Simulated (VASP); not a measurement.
Wanted: the native input for a VASP 6.6.1 run.

```
Task                   : single point
Functional             : PBE
Potentials or basis    : VASP PAW PBE potentials, release 64 (Hf_pv, As)
Cutoff                 : 520 eV
k mesh                 : 4 × 4 × 4
Occupations            : gaussian, width 0.1 eV
Spin                   : no spin polarisation
Dipole correction      : no
Further INCAR settings : ALGO = Normal; EDIFF = 1e-07; NBANDS = 23
```

The structure of HfAs4 lies in POSCAR:

```
HfAs4
1.0
    4.5277259730      0.0000000000      0.0000000000
    0.0000000000      4.5277259730      0.0000000000
    0.0000000000      0.0000000000      5.5848880322
Hf As
1 4
Direct
    0.0000000000      0.0000000000      0.0000000000
    0.5000000000      0.0000000000      0.2795033025
    0.0000000000      0.5000000000      0.7204966975
    0.5000000000      0.0000000000      0.7204966975
    0.0000000000      0.5000000000      0.2795033025
```

These files were run (other wordings do the same):

INCAR

```
SYSTEM = HfAs4
PREC = Accurate
ENCUT = 520
EDIFF = 1E-7
ISMEAR = 0
SIGMA = 0.1
LREAL = .FALSE.
LASPH = .TRUE.
NELM = 80
ALGO = Normal
ISIF = 2
LWAVE = .FALSE.
LCHARG = .FALSE.
GGA = PE
NBANDS = 23
```

KPOINTS

```
regular mesh
0
G
  4 4 4
  0 0 0
```

Potentials or basis: VASP PAW PBE potentials, release 64 (Hf_pv, As).

Launch:

```bash
$ cat potpaw_PBE.64/Hf_pv/POTCAR potpaw_PBE.64/As/POTCAR > POTCAR
$ mpirun -np 1 vasp_std > vasp.out
```

Results of the run:

| Quantity | Value |
| --- | --- |
| Pressure | 0.0 GPa |
| Largest force | 0.036 eV/Å |
| Band gap on the k mesh | zero (band 15 reaches 5.59 eV, above the bottom of band 16 at 3.59 eV) |

Caveat: spin-orbit coupling is left out, which moves the levels of the heavy elements.

It took 46 s on 1 thread of Intel Xeon 6975P-C (shared host), peak memory 0.24 GiB.
